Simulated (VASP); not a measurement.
# EuS (Fm-3m) in VASP: further runs

Aim: see how the results for EuS move with the level of theory and the settings. Levels: HF, r2SCAN50. Tasks: single point.

All numbers are computed with VASP 6.6.1; they aren't measurements. Logs are shortened: lines on timing, memory, paths and dates and some standing lists are left out, and cuts for length are marked.

## 1. The cell of the first run

Symmetry: Fm-3m, No. 225, cubic system. The conventional cell has a = 5.876 Å, b = 5.876 Å, c = 5.876 Å, α = 90.00°, β = 90.00°, γ = 90.00°. Within 3.9 Å of Eu (site symmetry m-3m) lie 6 S at 2.94 Å. Within 3.9 Å of S (site symmetry m-3m) lie 6 Eu at 2.94 Å.

## 2. Single point, HF, collinear spin, ferromagnetic start

POSCAR reads:

```
EuS
1.0
    0.0000000000      2.9382450654      2.9382450654
    2.9382450654      0.0000000000      2.9382450654
    2.9382450654      2.9382450654      0.0000000000
Eu S
1 1
Direct
    0.0000000000      0.0000000000      0.0000000000
    0.5000000000      0.5000000000      0.5000000000
```

INCAR.step1 reads:

```
SYSTEM = EuS
ALGO     = Normal         ! electronic algorithm
EDIFF    = 1E-5           ! SCF threshold, eV
ENCUT    = 520            ! plane-wave cutoff, eV
GGA      = PE             ! functional
GGA_COMPAT= .FALSE.      
ISIF     = 2              ! what is computed and relaxed
ISMEAR   = -1             ! smearing method
ISPIN    = 2              ! spin polarisation
LASPH    = .TRUE.         ! aspherical terms in the spheres
LCHARG   = .FALSE.        ! write CHGCAR
LMAXMIX  = 6              ! l up to which the mixer works
LORBIT   = 11             ! projections on sites
LREAL    = .FALSE.        ! projectors in reciprocal space
LWAVE    = .TRUE.         ! write WAVECAR
MAGMOM   = 7 0            ! initial moments
NBANDS   = 22             ! bands
NELM     = 200            ! most SCF steps
PREC     = Accurate       ! precision mode
SIGMA    = 0.05           ! smearing width, eV
```

INCAR.step2 reads:

```
SYSTEM = EuS
AEXX     = 1.0            ! exact-exchange fraction
AGGAC    = 0.0          
ALDAC    = 0.0          
ALGO     = Normal         ! electronic algorithm
EDIFF    = 1E-6           ! SCF threshold, eV
ENCUT    = 520            ! plane-wave cutoff, eV
GGA      = PE             ! functional
GGA_COMPAT= .FALSE.      
ISIF     = 2              ! what is computed and relaxed
ISMEAR   = -1             ! smearing method
ISPIN    = 2              ! spin polarisation
ISTART   = 1            
LASPH    = .TRUE.         ! aspherical terms in the spheres
LCHARG   = .FALSE.        ! write CHGCAR
LHFCALC  = .TRUE.         ! exact exchange
LMAXMIX  = 6              ! l up to which the mixer works
LORBIT   = 11             ! projections on sites
LREAL    = .FALSE.        ! projectors in reciprocal space
LWAVE    = .FALSE.        ! write WAVECAR
MAGMOM   = 7 0            ! initial moments
NBANDS   = 22             ! bands
NELM     = 200            ! most SCF steps
PREC     = Accurate       ! precision mode
PRECFOCK = Normal       
SIGMA    = 0.05           ! smearing width, eV
```

KPOINTS reads:

```
k-points
0
G
  4 4 4
  0 0 0
```

Potentials or basis: VASP PAW PBE potentials, release 64 (Eu, S).

Started as:

```console
$ cat potpaw_PBE.64/Eu/POTCAR potpaw_PBE.64/S/POTCAR > POTCAR
$ cp INCAR.step1 INCAR
$ mpirun -np 1 vasp_std > vasp.out
$ cp INCAR.step2 INCAR
$ mpirun -np 1 vasp_std > vasp.out
```

OUTCAR:

```text
SYSTEM = EuS
   AEXX = 1.0
   EDIFF = 1E-6
   ENCUT = 520
   GGA = PE
   ISIF = 2
   ISMEAR = -1
   ISPIN = 2
   ISTART = 1
   LASPH = .TRUE.
   LHFCALC = .TRUE.
   LORBIT = 11
   LREAL = .FALSE.
   NELM = 200
   PREC = Accurate
   PRECFOCK = Normal

 ion  position               nearest neighbor table
   1  0.000  0.000  0.000-   2 2.94   2 2.94   2 2.94   2 2.94   2 2.94   2 2.94
   2  0.500  0.500  0.500-   1 2.94   1 2.94   1 2.94   1 2.94   1 2.94   1 2.94

  LATTYP: Found a face centered cubic cell.
 ALAT       =     5.8764901308

  Lattice vectors:

 A1 = (   0.0000000000,   2.9382450654,   2.9382450654)
 A2 = (   2.9382450654,   0.0000000000,   2.9382450654)
 A3 = (   2.9382450654,   2.9382450654,   0.0000000000)

Analysis of symmetry for initial positions (statically):
=====================================================================
 Subroutine PRICEL returns:
 Original cell was already a primitive cell.

 Routine SETGRP: Setting up the symmetry group for a
 face centered cubic supercell.

 Subroutine GETGRP returns: Found 48 space group operations
 (whereof 48 operations were pure point group operations)
 out of a pool of 48 trial point group operations.

The static configuration has the point symmetry O_h .

Analysis of symmetry for dynamics (positions and initial velocities):
=====================================================================
 Subroutine PRICEL returns:
 Original cell was already a primitive cell.

 Routine SETGRP: Setting up the symmetry group for a
 face centered cubic supercell.

 Subroutine GETGRP returns: Found 48 space group operations
 (whereof 48 operations were pure point group operations)
 out of a pool of 48 trial point group operations.

The dynamic configuration has the point symmetry O_h .

Analysis of structural, dynamic, and magnetic symmetry:
=====================================================================
 Subroutine PRICEL returns:
 Original cell was already a primitive cell.

 Routine SETGRP: Setting up the symmetry group for a
 face centered cubic supercell.

 Subroutine GETGRP returns: Found 48 space group operations
 (whereof 48 operations were pure point group operations)
 out of a pool of 48 trial point group operations.

The overall configuration has the point symmetry O_h .

 Subroutine INISYM returns: Found 48 space group operations
 (whereof 48 operations are pure point group operations),
 and found     1 'primitive' translations

----------------------------------------------------------------------------------------

                                     Primitive cell

  volume of cell :      50.7334

  direct lattice vectors                    reciprocal lattice vectors
     0.000000000  2.938245065  2.938245065    -0.170169604  0.170169604  0.170169604
     2.938245065  0.000000000  2.938245065     0.170169604 -0.170169604  0.170169604
     2.938245065  2.938245065  0.000000000     0.170169604  0.170169604 -0.170169604

  length of vectors
     4.155306021  4.155306021  4.155306021     0.294742400  0.294742400  0.294742400

  position of ions in fractional coordinates (direct lattice)
     0.000000000  0.000000000  0.000000000
     0.500000000  0.500000000  0.500000000

  ion indices of the primitive-cell ions
   primitive index   ion index
                 1           1
                 2           2

----------------------------------------------------------------------------------------

 KPOINTS: k-points

Automatic generation of k-mesh.
 Grid dimensions read from file:
 generate k-points for:    4    4    4

 Generating k-lattice:

  Cartesian coordinates                     Fractional coordinates (reciprocal lattice)
    -0.042542401  0.042542401  0.042542401     0.250000000  0.000000000  0.000000000
     0.042542401 -0.042542401  0.042542401     0.000000000  0.250000000  0.000000000
     0.042542401  0.042542401 -0.042542401     0.000000000  0.000000000  0.250000000

  Length of vectors
     0.073685600  0.073685600  0.073685600

  Shift w.r.t. Gamma in fractional coordinates (k-lattice)
     0.000000000  0.000000000  0.000000000

 Subroutine IBZKPT returns following result:
 ===========================================

 Found      8 irreducible k-points:

 Following reciprocal coordinates:
            Coordinates               Weight
  0.000000  0.000000  0.000000      1.000000
  0.250000  0.000000  0.000000      8.000000
  0.500000  0.000000  0.000000      4.000000
  0.250000  0.250000  0.000000      6.000000
  0.500000  0.250000  0.000000     24.000000
 -0.250000  0.250000  0.000000     12.000000
  0.500000  0.500000  0.000000      3.000000
 -0.250000  0.500000  0.250000      6.000000
   k-points           NKPTS =      8   k-points in BZ     NKDIM =     64   number of bands    NBANDS=     22
   number of dos      NEDOS =    301   number of ions     NIONS =      2
   total plane-waves  NPLWV =  32768
   dimension x,y,z NGX =    32 NGY =   32 NGZ =   32
   dimension x,y,z NGXF=    64 NGYF=   64 NGZF=   64
   ions per type =               1   1
   NGX,Y,Z   is equivalent  to a cutoff of  12.80, 12.80, 12.80 a.u.
   NGXF,Y,Z  is equivalent  to a cutoff of  25.61, 25.61, 25.61 a.u.
 SYSTEM =  EuS
   PREC   = accura    normal or accurate (medium, high low for compatibility)
   ISTART =      1    job   : 0-new  1-cont  2-samecut
   ICHARG =      0    charge: 1-file 2-atom 10-const
   ISPIN  =      2    spin polarized calculation?
   LNONCOLLINEAR =      F non collinear calculations
   LSORBIT =      F    spin-orbit coupling
   LASPH  =      T    aspherical Exc in radial PAW
   ENCUT  =  520.0 eV  38.22 Ry    6.18 a.u.   7.73  7.73  7.73*2*pi/ulx,y,z
   NELM   =    200;   NELMIN=  2; NELMDL=  0     # of ELM steps
   EDIFF  = 0.1E-05   stopping-criterion for ELM
   LREAL  =      F    real-space projection
   EDIFFG = 0.1E-04   stopping-criterion for IOM
   NSW    =      0    number of steps for IOM
   IBRION =     -1    ionic relax: 0-MD 1-quasi-New 2-CG
   NFREE  =      0    steps in history (QN), initial steepest desc. (CG)
   ISIF   =      2    stress and relaxation
   ISYM   =      3    0-nonsym 1-usesym 2-fastsym
   POTIM  = 0.5000    time-step for ionic-motion
   TEBEG  =    0.0;   TEEND  =   0.0 temperature during run
   PSTRESS=    0.0 pullay stress
   NELECT =      23.0000    total number of electrons
   NUPDOWN=      -1.0000    fix difference up-down
   EMIN   =  10.00;   EMAX   =-10.00  energy-range for DOS
   EFERMI =   0.00;   METHOD = LEGACY
   ISMEAR =    -1;   SIGMA  =   0.05  broadening in eV -4-tet -1-fermi 0-gaus
   EFERMI_NEDOS =   21; number of points for ismear=-14 and -15
   IALGO  =     38    algorithm
   IMIX   =      1    mixing-type and parameters
     AMIX     =   0.40;   BMIX     =  1.00
     AMIX_MAG =   1.60;   BMIX_MAG =  1.00
  volume/ion in A,a.u.               =      25.37       171.18
  Fermi-wavevector in a.u.,A,eV,Ry     =   1.257630  2.376575 21.519414  1.581632
  Thomas-Fermi vector in A             =   2.391279
   LORBIT       =     11    0 simple, 1 ext, 2 COOP (PROOUT), +10 PAW based schemes
   GGA     = PE    functional components
   LHFCALC =     T    Hartree Fock is set to
   PRECFOCK=normal    Normal, Fast or Accurate (Low or Medium for compatibility)
   ENCUT4O =  -1.0   cutoff for four orbital integrals eV
   NKREDX  =     1    reduce k-point grid by
   NKREDY  =     1    reduce k-point grid by
   NKREDZ  =     1    reduce k-point grid by
   AEXX    =    1.0000 exact exchange contribution
   HFSCREEN=    0.0000 screening length (either q_TF or 0.3 A-1)
   HFSCREENC=   0.0000 screening length for correlation (either q_TF or 0.3 A-1)
   ENCUTFOCK=  -1.0 apply spherical cutoff to Coloumb kernel
   IVDW    =     0    specifies the selected vdW correction
   LEPSILON=     F    determine dielectric tensor
   LRPA    =     F    only Hartree local field effects (RPA)
 spin polarized calculation
  energy-cutoff  :      520.00
  volume of cell :       50.73
 maximum number of plane-waves:      1384
 NGX is ok and might be reduce to    32
  NGX = 24; NGY = 24; NGZ = 24

 number of electron      22.9999998 magnetization       7.0015121

 Free energy of the ion-electron system (eV)
  ---------------------------------------------------
  ext. energy  EPLUGINS =         0.00000000
  ---------------------------------------------------
  free energy    TOTEN  =       -76.69174880 eV

  energy without entropy =      -76.69174880  energy(sigma->0) =      -76.69174880

 E-fermi :   0.5864     XC(G=0):   0.0000

 val. band max:       -0.4751134353   @ k =   0.0000   0.0000   0.0000
 cond. band min:       7.8787916717   @ k =   0.5000   0.5000   0.0000
 fundamental gap:      8.3539051070
 Fermi energy:         0.5864493646

 spin component 1

 k-point     1 :       0.0000    0.0000    0.0000
  band No.  band energies     occupation
      1     -47.1710      1.00000
      2     -21.4619      1.00000
      3     -21.4619      1.00000
      4     -21.4619      1.00000
      5     -16.5417      1.00000
      6      -4.2282      1.00000
[... 173 lines left out ...]
      5     -15.5690      1.00000
      6      -4.1445      1.00000
[... 14 lines left out ...]
     21      18.9150      0.00000
     22      18.9202      0.00000
 Fermi energy:         0.5864493646

 spin component 2

 k-point     1 :       0.0000    0.0000    0.0000
  band No.  band energies     occupation
      1     -42.6835      1.00000
      2     -17.9946      1.00000
      3     -17.9945      1.00000
      4     -17.9945      1.00000
      5     -16.6436      1.00000
      6      -1.1808      1.00000
[... 174 lines left out ...]
      6      -3.0298      1.00000
[... 14 lines left out ...]
     21      25.6281      0.00000
     22      25.8106      0.00000

------------------------ aborting loop because EDIFF is reached ----------------------------------------

  FORCE on cell =-STRESS in cart. coord.  units (eV):
  Direction    XX          YY          ZZ          XY          YZ          ZX
  --------------------------------------------------------------------------------------
  -------------------------------------------------------------------------------------
  Total        3.9614781      3.9614781      3.9614781     -0.0000000     -0.0000000      0.0000000
  in kB      125.1047488    125.1047488    125.1047488     -0.0000000     -0.0000000      0.0000000
  external PRESSURE =     125.1047488 kB  Pullay stress =       0.0000000 kB

 VOLUME and BASIS-vectors are now :
 -----------------------------------------------------------------------------
  energy-cutoff  :      520.00
  volume of cell :       50.73
      direct lattice vectors                 reciprocal lattice vectors
     0.000000000  2.938245065  2.938245065    -0.170169604  0.170169604  0.170169604
     2.938245065  0.000000000  2.938245065     0.170169604 -0.170169604  0.170169604
     2.938245065  2.938245065  0.000000000     0.170169604  0.170169604 -0.170169604

 POSITION                                       TOTAL-FORCE (eV/Angst)
 -----------------------------------------------------------------------------------
      0.00000      0.00000      0.00000        -0.000000      0.000000      0.000000
      2.93825      2.93825      2.93825         0.000000     -0.000000     -0.000000
 -----------------------------------------------------------------------------------
    total drift:                                0.001168      0.000973      0.000970

  FREE ENERGIE OF THE ION-ELECTRON SYSTEM (eV)
  ---------------------------------------------------
  free  energy   TOTEN  =       -76.6917487999 eV

  energy  without entropy=      -76.6917487999  energy(sigma->0) =      -76.69174880

 total charge

# of ion       s       p       d       f       tot
--------------------------------------------------
    1        2.053   5.970   0.165   6.921  15.110
    2        1.300   2.584   0.000   0.000   3.884
--------------------------------------------------
tot          3.353   8.554   0.165   6.921  18.993

 magnetization (x)

# of ion       s       p       d       f       tot
--------------------------------------------------
    1       -0.009  -0.096   0.018   6.900   6.813
    2       -0.008  -0.047   0.000   0.000  -0.056
--------------------------------------------------
tot         -0.017  -0.143   0.018   6.900   6.758
```

It took 31 min on 1 thread of Intel Xeon 6975P-C (Granite Rapids), shared host; peak memory 0.21 GiB.

Results:

* Free energy: -76.6917 eV
* Pressure: 12.5 GPa
* Band gap on the k mesh: 8.35 eV (least direct gap 9.15 eV)
* Net moment: 7.00 μB per cell
* Site moments: Eu +6.81; S -0.06 μB
* Valence electrons inside the program's atomic spheres: Eu 15.11; S 3.88

Levels at points of the mesh, in eV from the valence-band top:
Spin up:
```
           k point  band 13  band 14  band 15  band 16  band 17  band 18
(0.00, 0.00, 0.00)     0.00     0.00     0.00    11.01    11.01    11.02
(0.50, 0.00, 0.00)    -3.34    -2.25    -2.25    12.63    14.12    14.89
(0.50, 0.50, 0.00)    -2.51    -0.80    -0.80     8.35    13.75    13.97
```
Spin down:
```csv
k point,band 4,band 5,band 6,band 7,band 8,band 9,band 10,band 11,band 12,band 13
"(0.00, 0.00, 0.00)",-17.52,-16.17,-0.71,-0.71,-0.71,11.39,11.75,11.75,11.75,13.07
"(0.50, 0.00, 0.00)",-17.54,-13.80,-4.12,-2.27,-2.27,12.80,14.80,16.02,16.02,17.04
"(0.50, 0.50, 0.00)",-17.78,-15.70,-2.16,-1.16,-1.16,8.95,14.44,14.90,17.21,17.75
```

Caveat: the k points lie up to 0.46 Å⁻¹ apart; the PAW data sets were made with another functional, which shifts forces and pressure a little; spin-orbit coupling is left out, which moves the levels of the heavy elements; a cell with one magnetic atom can't hold antiferromagnetic order, which such compounds often take. The state reached can hang on the start; a lower one may exist.

## 3. Single point, r2SCAN50, collinear spin, ferromagnetic start

This run uses another cell than the first one, of 26.42 Å³/atom.

POSCAR reads:

```
EuS
1.0
    0.0000000000      2.9785000000      2.9785000000
    2.9785000000      0.0000000000      2.9785000000
    2.9785000000      2.9785000000      0.0000000000
Eu S
1 1
Direct
    0.0000000000      0.0000000000      0.0000000000
    0.5000000000      0.5000000000      0.5000000000
```

INCAR.step1 reads:

```
SYSTEM = EuS
  ALGO = Normal
  EDIFF = 1E-5
  ENCUT = 800
  GGA = PE
  GGA_COMPAT = .FALSE.
  ISIF = 2
  ISMEAR = -1
  ISPIN = 2
  KPAR = 4
  LASPH = .TRUE.
  LCHARG = .FALSE.
  LMAXMIX = 6
  LORBIT = 11
  LREAL = .FALSE.
  LWAVE = .TRUE.
  MAGMOM = 7 0
  NBANDS = 22
  NELM = 200
  PREC = Accurate
  SIGMA = 0.05
```

INCAR.step2 reads:

```
SYSTEM = EuS
  AEXX = 0.5
  ALGO = Normal
  EDIFF = 1E-6
  ENCUT = 800
  GGA_COMPAT = .FALSE.
  ISIF = 2
  ISMEAR = -1
  ISPIN = 2
  ISTART = 1
  KPAR = 4
  LASPH = .TRUE.
  LCHARG = .FALSE.
  LHFCALC = .TRUE.
  LMAXMIX = 6
  LMIXTAU = .TRUE.
  LORBIT = 11
  LREAL = .FALSE.
  LWAVE = .FALSE.
  MAGMOM = 7 0
  METAGGA = R2SCAN
  NBANDS = 22
  NELM = 200
  PREC = Accurate
  PRECFOCK = Normal
  SIGMA = 0.05
```

KPOINTS is that of step 2.

Potentials or basis: VASP PAW PBE potentials, release 64 (Eu, S).

Started as:

```console
$ cat potpaw_PBE.64/Eu/POTCAR potpaw_PBE.64/S/POTCAR > POTCAR
$ cp INCAR.step1 INCAR
$ mpirun -np 4 vasp_std > vasp.out
$ cp INCAR.step2 INCAR
$ mpirun -np 4 vasp_std > vasp.out
```

It took 27 min on 4 MPI ranks of Intel Xeon Platinum 8375C at 2.90GHz (Ice Lake), shared host; peak memory 0.34 GiB.

Results (log left out):

```
Free energy                                           : -65.9097 eV
Pressure                                              : 0.8 GPa
Band gap on the k mesh                                : 4.04 eV (least direct gap 4.52 eV)
Net moment                                            : 7.00 μB per cell
Site moments                                          : Eu +6.72; S -0.06 μB
Valence electrons inside the program's atomic spheres : Eu 14.99; S 3.81
```

Levels at points of the mesh, in eV from the valence-band top:
Spin up:
| k point | band 12 | band 13 | band 14 | band 15 | band 16 | band 17 | band 18 | band 19 |
| --- | --- | --- | --- | --- | --- | --- | --- | --- |
| (0.00, 0.00, 0.00) | -1.02 | 0.00 | 0.00 | 0.00 | 6.04 | 6.38 | 6.38 | 6.38 |
| (0.50, 0.00, 0.00) | -1.06 | -1.06 | -1.02 | -1.02 | 7.92 | 8.98 | 9.64 | 9.64 |
| (0.50, 0.50, 0.00) | -1.08 | -1.03 | -0.48 | -0.48 | 4.04 | 8.77 | 8.80 | 10.53 |
Spin down:
| k point | band 5 | band 6 | band 7 | band 8 | band 9 | band 10 | band 11 | band 12 |
| --- | --- | --- | --- | --- | --- | --- | --- | --- |
| (0.00, 0.00, 0.00) | -14.63 | -1.34 | -1.34 | -1.34 | 6.40 | 7.08 | 7.08 | 7.08 |
| (0.50, 0.00, 0.00) | -13.16 | -4.35 | -2.68 | -2.68 | 8.03 | 9.65 | 10.69 | 10.69 |
| (0.50, 0.50, 0.00) | -14.22 | -2.75 | -1.78 | -1.78 | 4.60 | 9.38 | 9.79 | 11.62 |

Caveat: the k points lie up to 0.46 Å⁻¹ apart; the PAW data sets were made with another functional, which shifts forces and pressure a little; spin-orbit coupling is left out, which moves the levels of the heavy elements; a cell with one magnetic atom can't hold antiferromagnetic order, which such compounds often take.
